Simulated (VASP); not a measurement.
Here is a VASP 6.6.1 calculation.

Contents of INCAR:

```
SYSTEM = CaO
PREC     = Accurate       ! precision mode
ENCUT    = 520            ! plane-wave cutoff, eV
EDIFF    = 1E-7           ! SCF threshold, eV
ISMEAR   = 0              ! smearing method
SIGMA    = 0.05           ! smearing width, eV
LREAL    = .FALSE.        ! projectors in reciprocal space
LASPH    = .TRUE.         ! aspherical terms in the spheres
NELM     = 60             ! most SCF steps
ALGO     = Normal         ! electronic algorithm
ISIF     = 2              ! what is computed and relaxed
LWAVE    = .FALSE.        ! write WAVECAR
LCHARG   = .TRUE.         ! write CHGCAR
GGA      = PE             ! functional
LELF     = .TRUE.         ! ELF
LVHAR    = .TRUE.       
NBANDS   = 24             ! bands
```

The input KPOINTS:

```
Automatic mesh
0
G
  9 9 6
  0 0 0
```

Contents of POSCAR:

```
CaO
1.0
    3.8042400726      0.0000000000      0.0000000000
   -1.9021200363      3.5491307126      0.0000000000
    0.0000000000      0.0000000000      4.9361256247
Ca O
2 2
Direct
    0.3333333333      0.6666666667      0.7500000000
    0.6666666667      0.3333333333      0.2500000000
    0.3333333333      0.6666666667      0.2500000000
    0.6666666667      0.3333333333      0.7500000000
```

Potentials or basis: VASP PAW PBE potentials, release 64 (Ca_sv, O).

The run is started by

```console
$ cat potpaw_PBE.64/Ca_sv/POTCAR potpaw_PBE.64/O/POTCAR > POTCAR
$ mpirun -np 1 vasp_std > vasp.out
```

Estimate the band gap on the k mesh.

3.23 eV, direct.

Estimate the largest force.

0.464 eV/Å.

Forces in eV/Å, atoms in the order of the input:
```
Ca   0.000  0.464  0.000
Ca   0.000 -0.464  0.000
O    0.000  0.373  0.000
O    0.000 -0.373  0.000
```

Caveat: the cell differs from its parent crystal (strain +e along x and -e along y -0.0367, strain +e along z and -e/2 along x and y +0.0267). A k mesh can miss the band edges.
